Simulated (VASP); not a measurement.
Input of a VASP 6.6.1 run:

INCAR

```
ALGO = Fast
EDIFF = 1E-6
EDIFFG = -0.008
ENCUT = 600
GGA = PS
IBRION = 2
ISIF = 3
ISMEAR = 0
LASPH = T
LCHARG = F
LREAL = F
LWAVE = F
NELM = 100
NSW = 70
PREC = Accurate
PSTRESS = 600.0
SIGMA = 0.1
```

The input KPOINTS:

```
k-points
0
Gamma
  12 12 12
```

The input POSCAR:

```
Ni3Ge
1.0
    3.3140888074      0.0000000000      0.0000000000
    0.0000000000      3.3140888074      0.0000000000
    0.0000000000      0.0000000000      3.3140888074
Ni Ge
3 1
Direct
    0.5000000000      0.0000000000      0.5000000000
    0.0000000000      0.5000000000      0.5000000000
    0.5000000000      0.5000000000      0.0000000000
    0.0000000000      0.0000000000      0.0000000000
```

Potentials or basis: VASP PAW PBE potentials, release 64 (Ni, Ge_d).

The run is started by

```sh
$ cat potpaw_PBE.64/Ni/POTCAR potpaw_PBE.64/Ge_d/POTCAR > POTCAR
$ mpirun -np 1 vasp_std > vasp.out
```

What does it give for the relaxed cell?

a = 3.322 Å, b = 3.322 Å, c = 3.322 Å, α = 90.00°, β = 90.00°, γ = 90.00°.

What does it give for the band gap on the k mesh?

Zero (band 22 reaches 13.24 eV, above the bottom of band 23 at 12.93 eV).

Predict the space group after relaxing (to 0.05 Å).

Pm-3m (No. 221).

Final structure:
```
Ni Ge
1.0
     3.32202    0.00000    0.00000
     0.00000    3.32202    0.00000
     0.00000    0.00000    3.32202
Ni Ge
3 1
Cartesian
  1.6610 0.0000 1.6610
  0.0000 1.6610 1.6610
  1.6610 1.6610 0.0000
  0.0000 0.0000 0.0000
```

Caveat: the cell is relaxed towards a set pressure, so the enthalpy falls and the energy may rise. Spin polarisation is off, so any magnetic state and its effect on volume and gap are missing.
